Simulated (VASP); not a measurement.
Wanted: the native input for a VASP 6.6.1 run.

```yaml
Task: single point
Functional: PBEsol
Potentials_or_basis: VASP PAW PBE potentials, release 64 (Rh_pv)
Cutoff: 520 eV
k_mesh: 11 × 11 × 3
Occupations: fermi-dirac, width 0.05 eV
Spin: no spin polarisation
Dipole_correction: no
Further_INCAR_settings: ALGO = Normal; EDIFF = 1e-07; NBANDS = 38
```

The structure of Rh lies in POSCAR:

```
Rh
1.0
    2.6367956413      0.0000000000      0.0000000000
   -1.3183978206      2.2835320100      0.0000000000
    0.0000000000      0.0000000000      8.6184672829
Rh
4
Direct
    0.6666666667      0.3333333333      0.7500000000
    0.0000000000      0.0000000000      0.5000000000
    0.3333333333      0.6666666667      0.2500000000
    0.0000000000      0.0000000000      0.0000000000
```

This isn't the form of Rh at room conditions, which is fcc.

One way to write it, as run:

INCAR

```
ALGO = Normal ; EDIFF = 1E-7
ENCUT = 520 ; GGA = PS
ISIF = 2 ; ISMEAR = -1
LASPH = True ; LCHARG = True
LELF = True ; LREAL = False
LVHAR = True ; LWAVE = False
NBANDS = 38 ; NELM = 80
PREC = Accurate ; SIGMA = 0.05
```

KPOINTS

```
k-points
0
Gamma
  11 11 3
```

Potentials or basis: VASP PAW PBE potentials, release 64 (Rh_pv).

The run is started by

```sh
$ cat potpaw_PBE.64/Rh_pv/POTCAR > POTCAR
$ mpirun -np 1 vasp_std > vasp.out
```

Results of the run:

```yaml
Pressure: 13.7 GPa
Band_gap_on_the_k_mesh: zero (bands 30 and 31 overlap by 1.81 eV)
```

Caveat: the cell stands under pressure; the PAW data sets were made with another functional, which shifts forces and pressure a little.

Wall time 66 s on 1 thread of Intel(R) Xeon(R) Platinum 8259CL CPU @ 2.50GHz (Skylake/Cascade Lake), on a shared host, peak memory 0.18 GiB.
